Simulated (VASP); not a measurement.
NaF:

```xyz
2
Lattice="-1.5266 1.5266 2.6299 1.5266 -1.5266 2.6299 1.5266 1.5266 -2.6299" Properties=species:S:1:pos:R:3 pbc="T T T"
Na    0.0000    0.0000    1.5354
F     0.0000    0.0000    3.7244
```

The cell was generated, and may not be a known phase.

- Program: VASP 6.6.1
- Task: relaxation of cell and atoms
- Functional: PBE
- Potentials or basis: VASP PAW PBE potentials, release 64 (Na_pv, F)
- Cutoff: 600 eV
- k mesh: 8 × 8 × 8
- Occupations: gaussian, width 0.1 eV
- Spin: no spin polarisation

At the start: pressure 7.4 GPa; volume 12.26 Å³/atom.

**Question.** Where does the relaxation end?

**Answer.** Over 17 steps the energy falls by 77.3 meV/atom and the volume is 12.99 Å³/atom (+6.0 %); space group I4mm (No. 107, to 0.1 Å) before, Fm-3m (No. 225, to 0.1 Å).

The path:
| step | energy change (eV) | largest force (eV/Å) | pressure (GPa) | volume (Å³) |
| --- | --- | --- | --- | --- |
| 1 | 0.0000 | 0.1421 | 7.36 | 24.52 |
| 2 | -0.0678 | 0.1424 | 2.18 | 26.57 |
| 3 | -0.0776 | 0.1237 | -0.92 | 28.38 |
| 4 | -0.0786 | 0.1289 | -0.28 | 27.97 |
| 5 | -0.0786 | 0.1297 | -0.18 | 27.89 |
| 6 | -0.0809 | 0.1201 | -0.22 | 27.85 |
| 7 | -0.0875 | 0.0972 | -0.31 | 27.70 |
| 8 | -0.1011 | 0.0722 | -0.51 | 27.40 |
| 9 | -0.1319 | 0.0548 | -0.78 | 26.77 |
| 10 | -0.0597 | 0.9040 | 3.01 | 25.39 |
| 11 | -0.1379 | 0.0628 | -0.72 | 26.61 |
| 12 | -0.1510 | 0.1032 | -0.15 | 26.02 |
| 13 | -0.1512 | 0.0158 | -0.48 | 26.21 |
| 14 | -0.1519 | 0.0441 | -0.38 | 26.14 |
| 15 | -0.1372 | 0.1983 | 2.04 | 25.00 |
| 16 | -0.1535 | 0.0665 | 0.07 | 25.86 |
| 17 | -0.1547 | 0.0150 | -0.21 | 25.98 |

Final structure:
```yaml
crystal:
  lattice:
    - [-1.66460, 1.66460, 2.34379]
    - [1.66460, -1.66460, 2.34379]
    - [1.66460, 1.66460, -2.34379]
  atoms:
    - { symbol: Na, position: [0.25076, 0.25076, 0.00000] }
    - { symbol: F, position: [0.74924, 0.74924, 0.00000] }
```
